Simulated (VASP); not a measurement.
# EuS (Fm-3m) in VASP: notebook, part 2 of 2

VASP 6.6.1. Earlier steps stand in the parts before.

## 4. Single point, PBE+U, collinear spin, ferromagnetic start

Input file INCAR:

```
SYSTEM = EuS
ALGO = Normal ; EDIFF = 1E-6
ENCUT = 600 ; GGA = PE
GGA_COMPAT = .FALSE. ; ISIF = 2
ISMEAR = -1 ; ISPIN = 2
LASPH = .TRUE. ; LCHARG = .TRUE.
LDAU = .TRUE. ; LDAUJ = 0 0
LDAUL = 3 -1 ; LDAUPRINT = 1
LDAUTYPE = 2 ; LDAUU = 4.5 0
LELF = .TRUE. ; LMAXMIX = 6
LORBIT = 11 ; LREAL = .FALSE.
LVHAR = .TRUE. ; LWAVE = .FALSE.
MAGMOM = 7 0 ; NBANDS = 22
NELM = 200 ; PREC = Accurate
SIGMA = 0.1
```

Input file KPOINTS:

```
k-points
0
G
  10 10 10
  0 0 0
```

Input file POSCAR:

```
EuS
1.0
    0.0000000000      2.9785000000      2.9785000000
    2.9785000000      0.0000000000      2.9785000000
    2.9785000000      2.9785000000      0.0000000000
Eu S
1 1
Direct
    0.0000000000      0.0000000000      0.0000000000
    0.5000000000      0.5000000000      0.5000000000
```

Potentials or basis: VASP PAW PBE potentials, release 64 (Eu, S).

Launch:

```console
$ cat potpaw_PBE.64/Eu/POTCAR potpaw_PBE.64/S/POTCAR > POTCAR
$ mpirun -np 1 vasp_std > vasp.out
```

OUTCAR:

```text
SYSTEM = EuS
   EDIFF = 1E-6
   ENCUT = 600
   GGA = PE
   ISIF = 2
   ISMEAR = -1
   ISPIN = 2
   LASPH = .TRUE.
   LORBIT = 11
   LREAL = .FALSE.
   NELM = 200
   PREC = Accurate

 ion  position               nearest neighbor table
   1  0.000  0.000  0.000-   2 2.98   2 2.98   2 2.98   2 2.98   2 2.98   2 2.98
   2  0.500  0.500  0.500-   1 2.98   1 2.98   1 2.98   1 2.98   1 2.98   1 2.98

  LATTYP: Found a face centered cubic cell.
 ALAT       =     5.9570000000

  Lattice vectors:

[... 1461 lines left out ...]

 VOLUME and BASIS-vectors are now :
 -----------------------------------------------------------------------------
  energy-cutoff  :      600.00
  volume of cell :       52.85
      direct lattice vectors                 reciprocal lattice vectors
     0.000000000  2.978500000  2.978500000    -0.167869733  0.167869733  0.167869733
     2.978500000  0.000000000  2.978500000     0.167869733 -0.167869733  0.167869733
     2.978500000  2.978500000  0.000000000     0.167869733  0.167869733 -0.167869733

 POSITION                                       TOTAL-FORCE (eV/Angst)
 -----------------------------------------------------------------------------------
      0.00000      0.00000      0.00000         0.000000     -0.000000      0.000000
      2.97850      2.97850      2.97850        -0.000000      0.000000     -0.000000
 -----------------------------------------------------------------------------------
    total drift:                               -0.000000      0.000000      0.000000

  FREE ENERGIE OF THE ION-ELECTRON SYSTEM (eV)
  ---------------------------------------------------
  free  energy   TOTEN  =       -19.2890967942 eV

  energy  without entropy=      -19.2812930266  energy(sigma->0) =      -19.28519491

 total charge

# of ion       s       p       d       f       tot
--------------------------------------------------
    1        2.029   5.783   0.254   6.796  14.862
    2        1.317   2.447   0.000   0.000   3.763
--------------------------------------------------
tot          3.345   8.229   0.254   6.796  18.625

 magnetization (x)

# of ion       s       p       d       f       tot
--------------------------------------------------
    1       -0.016  -0.117   0.054   6.776   6.697
    2       -0.006  -0.059   0.000   0.000  -0.066
--------------------------------------------------
tot         -0.022  -0.176   0.054   6.776   6.631
```

OSZICAR:

```text
N       E                     dE             d eps       ncg     rms          rms(c)
DAV:   1     0.158149511420E+03    0.15815E+03   -0.95395E+03  5776   0.487E+03
DAV:   2     0.113779523645E+02   -0.14677E+03   -0.12714E+03  5708   0.412E+02
DAV:   3    -0.118449941764E+02   -0.23223E+02   -0.22833E+02  6112   0.119E+02
DAV:   4    -0.141788112926E+02   -0.23338E+01   -0.23204E+01  7826   0.260E+01
DAV:   5    -0.142926434571E+02   -0.11383E+00   -0.11374E+00  7136   0.729E+00    0.309E+01
DAV:   6    -0.195633166883E+02   -0.52707E+01   -0.33026E+00  6638   0.332E+01    0.189E+01
DAV:   7    -0.192481089577E+02    0.31521E+00   -0.33661E+00  6612   0.622E+01    0.109E+01
DAV:   8    -0.192619640808E+02   -0.13855E-01   -0.41073E-01  7062   0.100E+01    0.756E+00
DAV:   9    -0.192772419490E+02   -0.15278E-01   -0.58829E-02  7640   0.370E+00    0.554E+00
DAV:  10    -0.192877321628E+02   -0.10490E-01   -0.21749E-02  6578   0.261E+00    0.264E+00
DAV:  11    -0.192883381794E+02   -0.60602E-03   -0.17039E-03  7596   0.516E-01    0.103E+00
DAV:  12    -0.192889413714E+02   -0.60319E-03   -0.60385E-04  6778   0.290E-01    0.383E-01
DAV:  13    -0.192890208519E+02   -0.79480E-04   -0.69612E-05  6458   0.615E-02    0.258E-01
DAV:  14    -0.192890919901E+02   -0.71138E-04   -0.69152E-05  5304   0.772E-02    0.101E-01
DAV:  15    -0.192890949958E+02   -0.30057E-05   -0.90959E-06  7384   0.238E-02    0.191E-02
DAV:  16    -0.192890963609E+02   -0.13651E-05   -0.15298E-06  5330   0.100E-02    0.888E-03
DAV:  17    -0.192890967942E+02   -0.43332E-06   -0.52982E-07  4454   0.816E-03
   1 F= -.19289097E+02 E0= -.19285195E+02  d E =-.780377E-02  mag=     6.9997
```

Wall time 3.4 min (1 thread of Oxide Virtual Turin-like, shared host); peak memory 0.28 GiB.

Results:

```yaml
Free_energy: -19.2891 eV
Pressure: 0.3 GPa
Band_gap_on_the_k_mesh: 0.03 eV (least direct gap 0.26 eV)
Net_moment: 7.00 μB per cell
Site_moments: Eu +6.70; S -0.07 μB
Valence_electrons_inside_the_program's_atomic_spheres: Eu 14.86; S 3.76
```

Levels at points of the mesh, in eV from the valence-band top:
Spin up:
| k point | band 13 | band 14 | band 15 | band 16 | band 17 | band 18 |
| --- | --- | --- | --- | --- | --- | --- |
| (0.00, 0.00, 0.00) | 0.00 | 0.00 | 0.00 | 1.66 | 1.96 | 1.96 |
| (0.50, 0.00, 0.00) | -0.50 | -0.48 | -0.47 | 3.73 | 4.13 | 4.60 |
| (0.50, 0.50, 0.00) | -0.50 | -0.23 | -0.23 | 0.03 | 4.00 | 4.08 |
Spin down:
```csv
k point,band 5,band 6,band 7,band 8,band 9,band 10,band 11,band 12
"(0.00, 0.00, 0.00)",-12.75,-1.86,-1.86,-1.86,2.14,2.64,2.64,2.64
"(0.50, 0.00, 0.00)",-11.73,-4.43,-3.02,-3.02,3.88,4.84,5.60,5.60
"(0.50, 0.50, 0.00)",-12.42,-3.01,-2.22,-2.22,0.59,4.71,4.86,6.39
```

Eigenvalues of the final occupation matrices:
```tsv
site	spin	trace	eigenvalues
site 1 f	1	6.79	0.97 0.97 0.97 0.97 0.97 0.97 0.97
site 1 f	2	0.01	0.00 0.00 0.00 0.00 0.00 0.00 0.00
```

Caveat: the smearing spreads over this small gap; spin-orbit coupling is left out, which moves the levels of the heavy elements; a cell with one magnetic atom can't hold antiferromagnetic order, which such compounds often take. The state reached can hang on the start; a lower one may exist.

## 5. Single point, PBE+U, collinear spin, ferromagnetic start

Input file INCAR:

```
SYSTEM = EuS
ALGO = Normal ; EDIFF = 1E-6
ENCUT = 600 ; GGA = PE
GGA_COMPAT = .False. ; ISIF = 2
ISMEAR = -1 ; ISPIN = 2
LASPH = .True. ; LCHARG = .True.
LDAU = .True. ; LDAUJ = 0 0
LDAUL = 3 -1 ; LDAUPRINT = 1
LDAUTYPE = 2 ; LDAUU = 6 0
LELF = .True. ; LMAXMIX = 6
LORBIT = 11 ; LREAL = .False.
LVHAR = .True. ; LWAVE = .False.
MAGMOM = 7 0 ; NBANDS = 22
NELM = 200 ; PREC = Accurate
SIGMA = 0.1
```

Input file KPOINTS:

```
k-points
0
Gamma
  10 10 10
  0 0 0
```

POSCAR is that of step 4.

Potentials or basis: VASP PAW PBE potentials, release 64 (Eu, S).

Launch:

```console
$ cat potpaw_PBE.64/Eu/POTCAR potpaw_PBE.64/S/POTCAR > POTCAR
$ mpirun -np 1 vasp_std > vasp.out
```

OUTCAR:

```text
SYSTEM = EuS
   EDIFF = 1E-6
   ENCUT = 600
   GGA = PE
   ISIF = 2
   ISMEAR = -1
   ISPIN = 2
   LASPH = .True.
   LORBIT = 11
   LREAL = .False.
   NELM = 200
   PREC = Accurate

 ion  position               nearest neighbor table
   1  0.000  0.000  0.000-   2 2.98   2 2.98   2 2.98   2 2.98   2 2.98   2 2.98
   2  0.500  0.500  0.500-   1 2.98   1 2.98   1 2.98   1 2.98   1 2.98   1 2.98

  LATTYP: Found a face centered cubic cell.
 ALAT       =     5.9570000000

  Lattice vectors:

 A1 = (   0.0000000000,   2.9785000000,   2.9785000000)
 A2 = (   2.9785000000,   0.0000000000,   2.9785000000)
 A3 = (   2.9785000000,   2.9785000000,   0.0000000000)

Analysis of symmetry for initial positions (statically):
=====================================================================
 Subroutine PRICEL returns:
 Original cell was already a primitive cell.

 Routine SETGRP: Setting up the symmetry group for a
 face centered cubic supercell.

 Subroutine GETGRP returns: Found 48 space group operations
 (whereof 48 operations were pure point group operations)
 out of a pool of 48 trial point group operations.

The static configuration has the point symmetry O_h .

Analysis of symmetry for dynamics (positions and initial velocities):
=====================================================================
 Subroutine PRICEL returns:
 Original cell was already a primitive cell.

 Routine SETGRP: Setting up the symmetry group for a
 face centered cubic supercell.

 Subroutine GETGRP returns: Found 48 space group operations
 (whereof 48 operations were pure point group operations)
 out of a pool of 48 trial point group operations.

The dynamic configuration has the point symmetry O_h .

Analysis of structural, dynamic, and magnetic symmetry:
=====================================================================
 Subroutine PRICEL returns:
 Original cell was already a primitive cell.

 Routine SETGRP: Setting up the symmetry group for a
 face centered cubic supercell.

 Subroutine GETGRP returns: Found 48 space group operations
 (whereof 48 operations were pure point group operations)
 out of a pool of 48 trial point group operations.

[... 168 lines left out ...]
  o =  0.0000  v =  0.0000  0.0000  0.0000  0.0000  0.0000  0.0000  0.0000 -0.0000 -1.0000  0.0000  0.0000  0.0000  0.0000  0.0000      0.0000  0.0000  0.0000  0.0000  0.0000  0.0000  0.0000  0.0000  0.0000  0.0000  0.0000  0.0000  0.0000  0.0000
  o =  0.0007  v =  0.0000  0.0000  0.0000  0.0000  0.0000  0.0000  0.0000  0.6124 -0.0000 -0.7906 -0.0000  0.0011 -0.0000  0.0008      0.0000  0.0000  0.0000  0.0000  0.0000  0.0000  0.0000  0.0000  0.0000  0.0000  0.0000  0.0000  0.0000  0.0000
  o =  0.0007  v =  0.0000  0.0000  0.0000  0.0000  0.0000  0.0000  0.0000  0.0008 -0.0000 -0.0011  0.0000 -0.7906 -0.0026 -0.6124      0.0000  0.0000  0.0000  0.0000  0.0000  0.0000  0.0000  0.0000  0.0000  0.0000  0.0000  0.0000  0.0000  0.0000
  o =  0.0007  v =  0.0000  0.0000  0.0000  0.0000  0.0000  0.0000  0.0000  0.0000  0.0000 -0.0000 -0.0000 -0.0020  1.0000 -0.0016      0.0000  0.0000  0.0000  0.0000  0.0000  0.0000  0.0000  0.0000  0.0000  0.0000  0.0000  0.0000  0.0000  0.0000
  o =  0.0025  v =  0.0000  0.0000  0.0000  0.0000  0.0000  0.0000  0.0000 -0.7905  0.0000 -0.6123  0.0003 -0.0063  0.0000  0.0081      0.0000  0.0000  0.0000  0.0000  0.0000  0.0000  0.0000  0.0000  0.0000  0.0000  0.0000  0.0000  0.0000  0.0000
  o =  0.0025  v =  0.0000  0.0000  0.0000  0.0000  0.0000  0.0000  0.0000  0.0081 -0.0000  0.0063  0.0002 -0.6123  0.0000  0.7905      0.0000  0.0000  0.0000  0.0000  0.0000  0.0000  0.0000  0.0000  0.0000  0.0000  0.0000  0.0000  0.0000  0.0000
  o =  0.0025  v =  0.0000  0.0000  0.0000  0.0000  0.0000  0.0000  0.0000 -0.0003  0.0000 -0.0002 -1.0000 -0.0002 -0.0000  0.0002      0.0000  0.0000  0.0000  0.0000  0.0000  0.0000  0.0000  0.0000  0.0000  0.0000  0.0000  0.0000  0.0000  0.0000
  o =  0.9737  v =  0.0000  0.0000  0.0000  0.9908 -0.0830  0.0000  0.1071  0.0000  0.0000  0.0000  0.0000  0.0000  0.0000  0.0000      0.0000  0.0000  0.0000  0.0000  0.0000  0.0000  0.0000  0.0000  0.0000  0.0000  0.0000  0.0000  0.0000  0.0000
  o =  0.9737  v = -0.7906  0.0000 -0.6124  0.0000  0.0000  0.0000 -0.0000  0.0000  0.0000  0.0000  0.0000  0.0000  0.0000  0.0000      0.0000  0.0000  0.0000  0.0000  0.0000  0.0000  0.0000  0.0000  0.0000  0.0000  0.0000  0.0000  0.0000  0.0000
  o =  0.9737  v =  0.0000  0.0000 -0.0000 -0.1355 -0.6067 -0.0000  0.7833  0.0000  0.0000  0.0000  0.0000  0.0000  0.0000  0.0000      0.0000  0.0000  0.0000  0.0000  0.0000  0.0000  0.0000  0.0000  0.0000  0.0000  0.0000  0.0000  0.0000  0.0000
  o =  0.9755  v =  0.0000 -1.0000 -0.0000  0.0000  0.0000  0.0000  0.0000  0.0000  0.0000  0.0000  0.0000  0.0000  0.0000  0.0000      0.0000  0.0000  0.0000  0.0000  0.0000  0.0000  0.0000  0.0000  0.0000  0.0000  0.0000  0.0000  0.0000  0.0000
  o =  0.9760  v =  0.0000 -0.0000 -0.0000  0.0000  0.0339 -0.9991  0.0263  0.0000  0.0000  0.0000  0.0000  0.0000  0.0000  0.0000      0.0000  0.0000  0.0000  0.0000  0.0000  0.0000  0.0000  0.0000  0.0000  0.0000  0.0000  0.0000  0.0000  0.0000
  o =  0.9760  v = -0.6124 -0.0000  0.7906 -0.0000 -0.0000 -0.0000  0.0000  0.0000  0.0000  0.0000  0.0000  0.0000  0.0000  0.0000      0.0000  0.0000  0.0000  0.0000  0.0000  0.0000  0.0000  0.0000  0.0000  0.0000  0.0000  0.0000  0.0000  0.0000
  o =  0.9760  v =  0.0000  0.0000 -0.0000 -0.0000  0.7898  0.0429  0.6118  0.0000  0.0000  0.0000  0.0000  0.0000  0.0000  0.0000      0.0000  0.0000  0.0000  0.0000  0.0000  0.0000  0.0000  0.0000  0.0000  0.0000  0.0000  0.0000  0.0000  0.0000

 number of electron      22.9999997 magnetization       6.9999694

 Free energy of the ion-electron system (eV)
  ---------------------------------------------------
  ext. energy  EPLUGINS =         0.00000000
  ---------------------------------------------------
  free energy    TOTEN  =       -19.14267364 eV

  energy without entropy =      -19.14078825  energy(sigma->0) =      -19.14173094

 E-fermi :   3.5659     XC(G=0):  -9.5554

 val. band max:        3.2270235620   @ k =   0.0000   0.0000   0.0000
 cond. band min:       3.6501573561   @ k =   0.5000   0.5000   0.0000
 fundamental gap:      0.4231337941
 Fermi energy:         3.5659321441

 spin component 1

 k-point     1 :       0.0000    0.0000    0.0000
  band No.  band energies     occupation
      1     -36.4008      1.00000
      2     -15.2824      1.00000
      3     -15.2824      1.00000
      4     -15.2824      1.00000
      5      -9.1613      1.00000
      6       1.2552      1.00000
[... 1193 lines left out ...]
     21      13.3000      0.00000
     22      13.3541      0.00000

 [... further k-points ...]

------------------------ aborting loop because EDIFF is reached ----------------------------------------

  FORCE on cell =-STRESS in cart. coord.  units (eV):
  Direction    XX          YY          ZZ          XY          YZ          ZX
  --------------------------------------------------------------------------------------
  -------------------------------------------------------------------------------------
  Total        0.3332375      0.3332375      0.3332375      0.0000000      0.0000000      0.0000000
  in kB       10.1027968     10.1027968     10.1027968      0.0000000      0.0000000      0.0000000
  external PRESSURE =      10.1027968 kB  Pullay stress =       0.0000000 kB

 VOLUME and BASIS-vectors are now :
 -----------------------------------------------------------------------------
  energy-cutoff  :      600.00
  volume of cell :       52.85
      direct lattice vectors                 reciprocal lattice vectors
     0.000000000  2.978500000  2.978500000    -0.167869733  0.167869733  0.167869733
     2.978500000  0.000000000  2.978500000     0.167869733 -0.167869733  0.167869733
     2.978500000  2.978500000  0.000000000     0.167869733  0.167869733 -0.167869733

 POSITION                                       TOTAL-FORCE (eV/Angst)
 -----------------------------------------------------------------------------------
      0.00000      0.00000      0.00000         0.000000     -0.000000      0.000000
      2.97850      2.97850      2.97850        -0.000000      0.000000      0.000000
 -----------------------------------------------------------------------------------
    total drift:                               -0.000000      0.000000      0.000000

  FREE ENERGIE OF THE ION-ELECTRON SYSTEM (eV)
  ---------------------------------------------------
  free  energy   TOTEN  =       -19.1426736412 eV

  energy  without entropy=      -19.1407882461  energy(sigma->0) =      -19.14173094

 total charge

# of ion       s       p       d       f       tot
--------------------------------------------------
    1        2.029   5.789   0.245   6.826  14.889
    2        1.317   2.451   0.000   0.000   3.768
--------------------------------------------------
tot          3.346   8.240   0.245   6.826  18.657

 magnetization (x)

# of ion       s       p       d       f       tot
--------------------------------------------------
    1       -0.016  -0.118   0.046   6.808   6.720
    2       -0.006  -0.056   0.000   0.000  -0.062
--------------------------------------------------
tot         -0.022  -0.174   0.046   6.808   6.658
```

stdout:

```text
POSCAR found type information on POSCAR EuS
 POSCAR found :  2 types and       2 ions
 scaLAPACK will be used
 LDA part: xc-table for (Slater+PW92), standard interpolation
 POSCAR, INCAR and KPOINTS ok, starting setup
 FFT: planning ... GRIDC
 FFT: planning ... GRID_SOFT
 FFT: planning ... GRID
 WAVECAR not read
 entering main loop
```

Run time: 4.1 min. Hardware: 1 thread of Oxide Virtual Turin-like, shared host; peak memory 0.29 GiB.

Results:

```
Free energy                                           : -19.1427 eV
Pressure                                              : 1.0 GPa
Band gap on the k mesh                                : 0.42 eV (least direct gap 0.70 eV)
Net moment                                            : 7.00 μB per cell
Site moments                                          : Eu +6.72; S -0.06 μB
Valence electrons inside the program's atomic spheres : Eu 14.89; S 3.77
```

Eigenvalues of the final occupation matrices:
| site | spin | trace | eigenvalues |
| --- | --- | --- | --- |
| site 1 f | 1 | 6.82 | 0.97 0.97 0.97 0.98 0.98 0.98 0.98 |
| site 1 f | 2 | 0.01 | 0.00 0.00 0.00 0.00 0.00 0.00 0.00 |

Caveat: spin-orbit coupling is left out, which moves the levels of the heavy elements; a cell with one magnetic atom can't hold antiferromagnetic order, which such compounds often take.

## 6. The runs side by side

| U | gap on the mesh (eV) | pressure (GPa) | moment (μB) |
| --- | --- | --- | --- |
| Eu f U = 1.5 eV | none | -1.7 | 6.98 |
| Eu f U = 3.0 eV | none | -0.6 | 7.00 |
| Eu f U = 4.5 eV | 0.03 | 0.3 | 7.00 |
| Eu f U = 6.0 eV | 0.42 | 1.0 | 7.00 |

Alike in all rows: task single point; level PBE+U; potentials or basis VASP PAW PBE potentials, release 64 (Eu, S); spin collinear, ferromagnetic start; cell as given; k mesh 10 × 10 × 10; cutoff (eV) 600; smearing fermi-dirac 0.1 eV.

Caveats: spin-orbit coupling is left out, which moves the levels of the heavy elements; a cell with one magnetic atom can't hold antiferromagnetic order, which such compounds often take; the smearing spreads over this small gap (at least some runs).

Absolute energies hang on the potentials; compare differences alone.

## 7. Against experiment

Step 3. Against the measured gap of EuS, 1.72 eV (optical; 300 K; powder; “Crystal-field mediated electronic transitions of EuS up to 35 GPa”, 2022, pmc:8786971), the calculated 0.00 eV is off by -1.72 eV. So large a miss can be the level of theory's own, or it may mean another phase, state or a wrong row. Spin-orbit coupling on Eu is left out. The value is that of PBE+U on a finite k mesh, which can miss the band edges, without temperature or zero-point motion. The run's magnetic order (collinear spin, ferromagnetic start) needn't be the measured crystal's.

The gap in the log of VASP goes by the Fermi energy; the results here count the filled bands.